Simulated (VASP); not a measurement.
RbSrCl3: single point with LDA

The system is RbSrCl3.

```xyz
5
Lattice="5.6963 0.0000 0.0000 0.0000 5.6963 0.0000 0.0000 0.0000 5.6963" Properties=species:S:1:pos:R:3 pbc="T T T"
Rb    2.8482    2.8482    3.0357
Sr    0.0000    0.0000    0.0000
Cl    2.8482    0.0000    0.0000
Cl    0.0000    2.8482    0.0000
Cl    0.0000    0.0000    2.8482
```

This cell differs from its parent crystal: all Rb atoms moved +0.188 Å, as atom 1 along Cartesian [0 0 1].

```json
{
  "Program": "VASP 6.6.1",
  "Task": "single point",
  "Functional": "LDA",
  "Potentials or basis": "VASP PAW LDA potentials, release 64 (Rb_sv, Sr_sv, Cl)",
  "Cutoff": "520 eV",
  "k mesh": "4 × 4 × 4",
  "Occupations": "gaussian, width 0.05 eV",
  "Spin": "no spin polarisation",
  "Dipole correction": "no",
  "Further INCAR settings": "ALGO = Normal; EDIFF = 1e-06; NBANDS = 28"
}
```

The pressure is -2.2 GPa, the largest force is 0.066 eV/Å and the band gap on the k mesh is 4.23 eV (least direct gap 4.45 eV).

Forces on the atoms (eV/Å):
```
Rb   0.000  0.000  0.062
Sr   0.000  0.000  0.039
Cl   0.000  0.000 -0.066
Cl   0.000  0.000 -0.066
Cl   0.000  0.000  0.031
```

Levels at points of the mesh, in eV from the valence-band top:
| k point | band 17 | band 18 | band 19 | band 20 | band 21 | band 22 | band 23 | band 24 |
| --- | --- | --- | --- | --- | --- | --- | --- | --- |
| (0.00, 0.00, 0.00) | -0.41 | -0.22 | -0.22 | -0.22 | 4.23 | 5.75 | 5.77 | 5.77 |
| (0.50, 0.00, 0.00) | -0.66 | -0.51 | -0.29 | -0.29 | 5.87 | 6.00 | 6.15 | 6.94 |
| (0.00, 0.00, 0.50) | -0.65 | -0.52 | -0.30 | -0.30 | 5.88 | 6.00 | 6.15 | 6.95 |
| (0.50, 0.50, 0.00) | -0.68 | -0.60 | -0.60 | -0.02 | 6.69 | 6.99 | 6.99 | 7.12 |
| (0.00, 0.50, 0.50) | -0.68 | -0.62 | -0.61 | -0.01 | 6.69 | 6.98 | 6.98 | 7.10 |
| (0.50, 0.50, 0.50) | -1.26 | -0.01 | 0.00 | 0.00 | 6.04 | 6.85 | 6.86 | 6.86 |

Wall time 94 s on 1 thread of Intel(R) Xeon(R) Platinum 8375C CPU @ 2.90GHz (Ice Lake) (shared host), peak memory 0.27 GiB.

Caveat: the cell differs from its parent crystal (all Rb atoms moved +0.188 Å, as atom 1 along Cartesian [0 0 1]). A k mesh can miss the band edges.
